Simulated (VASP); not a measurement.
# Te2Mo (P6_3/mmc) in VASP: notebook

Runs on Te2Mo. Level: PBE+D3(BJ). Tasks: single point, relaxation of cell and atoms.

Everything below comes from runs of VASP 6.6.1. Logs are shortened: lines on timing, memory, paths and dates and some standing lists are left out, and cuts for length are marked.

**Measured values to compare with.**

From “Broadband infrared study of pressure-tunable Fano resonance and metallization transition in 2H-MoTe2”, 2022, pmc:9569381, for a bulk crystal of Te2Mo at 300 K: band gap 0.88 ± 0.05 eV (indirect).

The results are compared with them further down.

### 1 The cell of the first run

The structure is hexagonal, space group P6_3/mmc (No. 194). Conventional cell: a = 3.496 Å, b = 3.496 Å, c = 13.703 Å, α = 90.00°, β = 90.00°, γ = 120.00°. Te (site symmetry 3m) has 3 Mo at 2.72 Å and 6 Te at 3.50 Å within 3.6 Å. Mo (site symmetry -6m2) has 6 Te at 2.72 Å and 6 Mo at 3.50 Å within 3.6 Å.

### 2 Single point, PBE+D3(BJ)

Input file INCAR:

```
PREC     = Accurate       # precision mode
ENCUT    = 520            # plane-wave cutoff, eV
EDIFF    = 1E-6           # SCF threshold, eV
ISMEAR   = 0              # smearing method
SIGMA    = 0.02           # smearing width, eV
LREAL    = False          # projectors in reciprocal space
LASPH    = True           # aspherical terms in the spheres
NELM     = 100            # most SCF steps
ALGO     = Normal         # electronic algorithm
ISIF     = 2              # what is computed and relaxed
LWAVE    = False          # write WAVECAR
LCHARG   = True           # write CHGCAR
GGA      = PE             # functional
IVDW     = 12             # dispersion correction
LELF     = True           # ELF
LVHAR    = True         
NBANDS   = 35             # bands
```

Input file KPOINTS:

```
Automatic mesh
0
Gamma
  9 9 2
```

Input file POSCAR:

```
Te2Mo
1.0
    3.4964859121      0.0000000000      0.0000000000
   -1.7482429560      3.0280456238      0.0000000000
    0.0000000000      0.0000000000     13.7032146871
Te Mo
4 2
Direct
    0.3333333333      0.6666666667      0.6173690196
    0.6666666667      0.3333333333      0.1173690196
    0.3333333333      0.6666666667      0.8826309804
    0.6666666667      0.3333333333      0.3826309804
    0.3333333333      0.6666666667      0.2500000000
    0.6666666667      0.3333333333      0.7500000000
```

Potentials or basis: VASP PAW PBE potentials, release 64 (Te, Mo_sv).

Launch:

```sh
> cat potpaw_PBE.64/Te/POTCAR potpaw_PBE.64/Mo_sv/POTCAR > POTCAR
> mpirun -np 1 vasp_std > vasp.out
```

OUTCAR:

```text
PREC = Accurate
   ENCUT = 520
   EDIFF = 1E-6
   ISMEAR = 0
   LREAL = False
   LASPH = True
   NELM = 100
   ISIF = 2
   GGA = PE
   IVDW = 12
 IVDW          = 12

 ion  position               nearest neighbor table
   1  0.333  0.667  0.617-   6 2.72   6 2.72   6 2.72   3 3.63
   2  0.667  0.333  0.117-   5 2.72   5 2.72   5 2.72   4 3.63
   3  0.333  0.667  0.883-   6 2.72   6 2.72   6 2.72   1 3.63
   4  0.667  0.333  0.383-   5 2.72   5 2.72   5 2.72   2 3.63
   5  0.333  0.667  0.250-   2 2.72   4 2.72   2 2.72   4 2.72   2 2.72   4 2.72
   6  0.667  0.333  0.750-   1 2.72   3 2.72   1 2.72   3 2.72   1 2.72   3 2.72

  LATTYP: Found a hexagonal cell.
 ALAT       =     3.4964859121
 C/A-ratio  =     3.9191391104

  Lattice vectors:

 A1 = (   3.4964859121,   0.0000000000,   0.0000000000)
 A2 = (  -1.7482429560,   3.0280456238,   0.0000000000)
 A3 = (   0.0000000000,   0.0000000000,  13.7032146871)

Analysis of symmetry for initial positions (statically):
=====================================================================
 Subroutine PRICEL returns:
 Original cell was already a primitive cell.

 Routine SETGRP: Setting up the symmetry group for a
 hexagonal supercell.

 Subroutine GETGRP returns: Found 24 space group operations
 (whereof 12 operations were pure point group operations)
 out of a pool of 24 trial point group operations.

The static configuration has the point symmetry D_3d.
 The point group associated with its full space group is D_6h.

Analysis of symmetry for dynamics (positions and initial velocities):
=====================================================================
 Subroutine PRICEL returns:
 Original cell was already a primitive cell.

 Routine SETGRP: Setting up the symmetry group for a
 hexagonal supercell.

 Subroutine GETGRP returns: Found 24 space group operations
 (whereof 12 operations were pure point group operations)
 out of a pool of 24 trial point group operations.

The dynamic configuration has the point symmetry D_3d.
 The point group associated with its full space group is D_6h.

 Subroutine INISYM returns: Found 24 space group operations
 (whereof 12 operations are pure point group operations),
 and found     1 'primitive' translations

----------------------------------------------------------------------------------------
[... 100 lines left out ...]
   EDIFF  = 0.1E-05   stopping-criterion for ELM
   LREAL  =      F    real-space projection
   EDIFFG = 0.1E-04   stopping-criterion for IOM
   NSW    =      0    number of steps for IOM
   IBRION =     -1    ionic relax: 0-MD 1-quasi-New 2-CG
   NFREE  =      0    steps in history (QN), initial steepest desc. (CG)
   ISIF   =      2    stress and relaxation
   ISYM   =      2    0-nonsym 1-usesym 2-fastsym
   POTIM  = 0.5000    time-step for ionic-motion
   TEBEG  =    0.0;   TEEND  =   0.0 temperature during run
   PSTRESS=    0.0 pullay stress
   NELECT =      52.0000    total number of electrons
   NUPDOWN=      -1.0000    fix difference up-down
   EMIN   =  10.00;   EMAX   =-10.00  energy-range for DOS
   EFERMI =   0.00;   METHOD = LEGACY
   ISMEAR =     0;   SIGMA  =   0.02  broadening in eV -4-tet -1-fermi 0-gaus
   EFERMI_NEDOS =   21; number of points for ismear=-14 and -15
   IALGO  =     38    algorithm
   IMIX   =      4    mixing-type and parameters
     AMIX     =   0.40;   BMIX     =  1.00
     AMIX_MAG =   1.60;   BMIX_MAG =  1.00
  volume/ion in A,a.u.               =      24.18       163.18
  Fermi-wavevector in a.u.,A,eV,Ry     =   1.162886  2.197535 18.399204  1.352303
  Thomas-Fermi vector in A             =   2.299442
   LORBIT       =      0    0 simple, 1 ext, 2 COOP (PROOUT), +10 PAW based schemes
   GGA     = PE    functional components
   LHFCALC =     F    Hartree Fock is set to
   AEXX    =    0.0000 exact exchange contribution
   IVDW    =    12    specifies the selected vdW correction
   LEPSILON=     F    determine dielectric tensor
   LRPA    =     F    only Hartree local field effects (RPA)
 non-spin polarized calculation
 Gauss-broadening in eV      SIGMA  =   0.02
  energy-cutoff  :      520.00
  volume of cell :      145.08
 maximum number of plane-waves:      3974
 NGX is ok and might be reduce to    28
   NGX = 13   NGY = 13   NGZ = 51

 number of electron      51.9999998 magnetization

 Free energy of the ion-electron system (eV)
  ---------------------------------------------------
  ext. energy  EPLUGINS =         0.00000000
  ---------------------------------------------------
  free energy    TOTEN  =       -35.90748595 eV

  energy without entropy =      -35.90748595  energy(sigma->0) =      -35.90748595

 E-fermi :   8.7206     XC(G=0): -10.6397

 val. band max:        8.6273207019   @ k =   0.0000   0.0000   0.0000
 cond. band min:       9.2962141417   @ k =   0.2222   0.2222   0.0000
 fundamental gap:      0.6688934397
 Fermi energy:         8.7205529059

 k-point     1 :       0.0000    0.0000    0.0000
  band No.  band energies     occupation
      1     -52.2252      2.00000
      2     -52.2252      2.00000
      3     -26.4022      2.00000
      4     -26.4022      2.00000
      5     -26.2609      2.00000
      6     -26.2609      2.00000
[... 901 lines left out ...]
     34      12.1902      0.00000
     35      13.5929      0.00000

------------------------ aborting loop because EDIFF is reached ----------------------------------------

 Edisp (eV)   -3.32313

 E8    (eV) :    -1.5312

  FORCE on cell =-STRESS in cart. coord.  units (eV):
  Direction    XX          YY          ZZ          XY          YZ          ZX
  --------------------------------------------------------------------------------------
  -------------------------------------------------------------------------------------
  Total      -0.02926    -0.02926     0.01630    -0.00000    -0.00000    -0.00000
  in kB      -0.32314    -0.32314     0.17999    -0.00000    -0.00000    -0.00000
  external pressure =       -0.16 kB  Pullay stress =        0.00 kB

 VOLUME and BASIS-vectors are now :
 -----------------------------------------------------------------------------
  energy-cutoff  :      520.00
  volume of cell :      145.08
      direct lattice vectors                 reciprocal lattice vectors
     3.496485912  0.000000000  0.000000000     0.286001438  0.165123007  0.000000000
    -1.748242956  3.028045624  0.000000000     0.000000000  0.330246015  0.000000000
     0.000000000  0.000000000 13.703214687     0.000000000  0.000000000  0.072975577

 POSITION                                       TOTAL-FORCE (eV/Angst)
 -----------------------------------------------------------------------------------
     -0.00000      2.01870      8.45994        -0.000000     -0.000000     -0.011472
      1.74824      1.00935      1.60833         0.000000      0.000000     -0.011472
     -0.00000      2.01870     12.09488        -0.000000     -0.000000      0.011472
      1.74824      1.00935      5.24327         0.000000     -0.000000      0.011472
     -0.00000      2.01870      3.42580        -0.000000      0.000000      0.000000
      1.74824      1.00935     10.27741         0.000000     -0.000000      0.000000
 -----------------------------------------------------------------------------------
    total drift:                               -0.000000      0.000000     -0.000000

  FREE ENERGIE OF THE ION-ELECTRON SYSTEM (eV)
  ---------------------------------------------------
  free  energy   TOTEN  =       -39.2306151319 eV

  energy  without entropy=      -39.2306151319  energy(sigma->0) =      -39.23061513
```

OSZICAR:

```text
N       E                     dE             d eps       ncg     rms          rms(c)
DAV:   1     0.398618185160E+03    0.39862E+03   -0.27036E+04  1904   0.134E+03
DAV:   2    -0.155114021614E+02   -0.41413E+03   -0.40031E+03  2056   0.321E+02
DAV:   3    -0.366871551370E+02   -0.21176E+02   -0.20752E+02  2038   0.635E+01
DAV:   4    -0.371479737165E+02   -0.46082E+00   -0.45916E+00  1975   0.948E+00
DAV:   5    -0.371584793740E+02   -0.10506E-01   -0.10504E-01  2068   0.148E+00    0.220E+01
DAV:   6    -0.363753914478E+02    0.78309E+00   -0.55281E+00  1836   0.128E+01    0.884E+00
DAV:   7    -0.363512370326E+02    0.24154E-01   -0.47901E+00  1764   0.104E+01    0.612E+00
DAV:   8    -0.359080409913E+02    0.44320E+00   -0.10279E+00  1758   0.551E+00    0.278E+00
DAV:   9    -0.359150015449E+02   -0.69606E-02   -0.19126E-01  1965   0.197E+00    0.117E+00
DAV:  10    -0.359072907215E+02    0.77108E-02   -0.32939E-02  1809   0.106E+00    0.388E-01
DAV:  11    -0.359076622143E+02   -0.37149E-03   -0.21992E-03  1908   0.228E-01    0.209E-01
DAV:  12    -0.359075401352E+02    0.12208E-03   -0.32125E-04  1945   0.880E-02    0.162E-01
DAV:  13    -0.359074940987E+02    0.46037E-04   -0.94229E-05  1821   0.503E-02    0.850E-02
DAV:  14    -0.359074897890E+02    0.43096E-05   -0.15403E-05  1977   0.182E-02    0.456E-02
DAV:  15    -0.359074867662E+02    0.30228E-05   -0.29974E-06  1387   0.944E-03    0.215E-02
DAV:  16    -0.359074859523E+02    0.81386E-06   -0.14764E-06   987   0.664E-03
   1 F= -.39230615E+02 E0= -.39230615E+02  d E =-.254365E-13
```

Wall time 2 min (1 thread of Intel Xeon Platinum 8488C (Sapphire Rapids), shared host); peak memory 0.34 GiB.

What came out:

| Quantity | Value |
| --- | --- |
| Free energy | -39.2306 eV |
| Pressure | 0.0 GPa |
| Largest force | 0.011 eV/Å |
| Band gap on the k mesh | 0.67 eV, indirect (least direct gap 1.04 eV) |
| Dispersion energy per atom | -0.554 eV |

Forces on the atoms (eV/Å):
```
Te   0.000  0.000 -0.011
Te   0.000  0.000 -0.011
Te   0.000  0.000  0.011
Te   0.000  0.000  0.011
Mo   0.000  0.000  0.000
Mo   0.000  0.000  0.000
```

Levels at points of the mesh, in eV from the valence-band top:
| k point | band 24 | band 25 | band 26 | band 27 | band 28 | band 29 |
| --- | --- | --- | --- | --- | --- | --- |
| (0.00, 0.00, 0.00) | -1.01 | -0.18 | 0.00 | 2.87 | 2.87 | 3.05 |
| (0.00, 0.00, 0.50) | -1.04 | -0.05 | -0.05 | 2.91 | 2.91 | 2.91 |

Caveat: spin-orbit coupling is left out, which moves the levels of the heavy elements.

### 3 Relaxation of cell and atoms, PBE+D3(BJ)

This run uses another cell than the first one, of 24.96 Å³/atom, 1.032 times its volume.

Input file INCAR:

```
PREC     = Accurate       # precision mode
ENCUT    = 600            # plane-wave cutoff, eV
EDIFF    = 1E-7           # SCF threshold, eV
ISMEAR   = 0              # smearing method
SIGMA    = 0.02           # smearing width, eV
LREAL    = F              # projectors in reciprocal space
LASPH    = T              # aspherical terms in the spheres
NELM     = 100            # most SCF steps
ALGO     = Normal         # electronic algorithm
ISIF     = 3              # what is computed and relaxed
LWAVE    = F              # write WAVECAR
LCHARG   = F              # write CHGCAR
GGA      = PE             # functional
IVDW     = 12             # dispersion correction
IBRION   = 2              # ionic algorithm
NSW      = 100            # ionic steps
EDIFFG   = -0.005         # ionic threshold
```

Input file KPOINTS:

```
regular mesh
0
Gamma
  9 9 2
```

Input file POSCAR:

```
Te2Mo
1.0
    3.5181997508      0.0000000000      0.0000000000
   -1.7590998754      3.0468503597      0.0000000000
    0.0000000000      0.0000000000     13.9736000000
Te Mo
4 2
Direct
    0.3333333333      0.6666666667      0.6210000000
    0.6666666667      0.3333333333      0.1210000000
    0.3333333333      0.6666666667      0.8790000000
    0.6666666667      0.3333333333      0.3790000000
    0.3333333333      0.6666666667      0.2500000000
    0.6666666667      0.3333333333      0.7500000000
```

Potentials or basis: VASP PAW PBE potentials, release 64 (Te, Mo_sv).

Launch:

```sh
> cat potpaw_PBE.64/Te/POTCAR potpaw_PBE.64/Mo_sv/POTCAR > POTCAR
> mpirun -np 1 vasp_std > vasp.out
```

It took 21 min on 1 thread of Oxide Virtual Turin-like, shared host; peak memory 0.35 GiB.

Results (log left out):

```yaml
Free_energy: -39.2318 eV
Relaxed_volume: 24.14 Å³/atom
Relaxed_cell: a = 3.495 Å, b = 3.495 Å, c = 13.693 Å, α = 90.00°, β = 90.00°, γ = 120.00°
Space_group_after_relaxing_to_0.05_Å: P6_3/mmc (No. 194)
Energy_gained_by_relaxing: 4.2 meV/atom
Ionic_steps: 13
Pressure_after_relaxing: 0.0 GPa
Band_gap_on_the_k_mesh: 0.66 eV, indirect (least direct gap 1.03 eV)
Dispersion_energy_per_atom: -0.555 eV
```

The path:
| step | energy change (eV) | largest force (eV/Å) | pressure (GPa) | volume (Å³) |
| --- | --- | --- | --- | --- |
| 1 | 0.0000 | 0.1798 | -0.54 | 149.79 |
| 2 | -0.0099 | 0.1680 | 0.08 | 147.97 |
| 3 | -0.0110 | 0.1632 | 0.36 | 147.20 |
| 4 | -0.0140 | 0.0497 | -0.58 | 147.35 |
| 5 | -0.0144 | 0.0049 | -0.34 | 147.31 |
| 6 | -0.0195 | 0.0037 | -0.26 | 146.60 |
| 7 | -0.0252 | 0.0009 | -0.02 | 145.03 |
| 8 | -0.0254 | 0.0029 | 0.04 | 144.73 |
| 9 | -0.0254 | 0.0026 | 0.03 | 144.78 |
| 10 | -0.0254 | 0.0041 | -0.02 | 144.89 |
| 11 | -0.0254 | 0.0040 | -0.02 | 144.87 |
| 12 | -0.0254 | 0.0057 | 0.02 | 144.85 |
| 13 | -0.0254 | 0.0017 | 0.01 | 144.86 |

Final structure:
```
Te Mo
1.0
     3.49513    0.00000    0.00000
    -1.74757    3.02688    0.00000
     0.00000    0.00000   13.69274
Te Mo
4 2
Direct
  0.33333 0.66667 0.61721
  0.66667 0.33333 0.11721
  0.33333 0.66667 0.88279
  0.66667 0.33333 0.38279
  0.33333 0.66667 0.25000
  0.66667 0.33333 0.75000
```

Levels at points of the mesh, in eV from the valence-band top:
```tsv
k point	band 24	band 25	band 26	band 27	band 28	band 29
(0.00, 0.00, 0.00)	-1.01	-0.17	0.00	2.87	2.87	3.06
(0.00, 0.00, 0.50)	-1.03	-0.04	-0.04	2.91	2.91	2.91
```

Caveat: spin-orbit coupling is left out, which moves the levels of the heavy elements.

### 4 Comparison with measurements

Step 2. Against the measured gap of Te2Mo, 0.88 eV (indirect; 300 K; quoted in “Broadband infrared study of pressure-tunable Fano resonance and metallization transition in 2H-MoTe2”, 2022, pmc:9569381), the calculated 0.67 eV is off by -0.21 eV. Spin-orbit coupling on Mo, Te is left out. The value is that of PBE+D3(BJ) on a finite k mesh, which can miss the band edges, without temperature or zero-point motion. Semilocal functionals fall short of measured gaps as a rule.
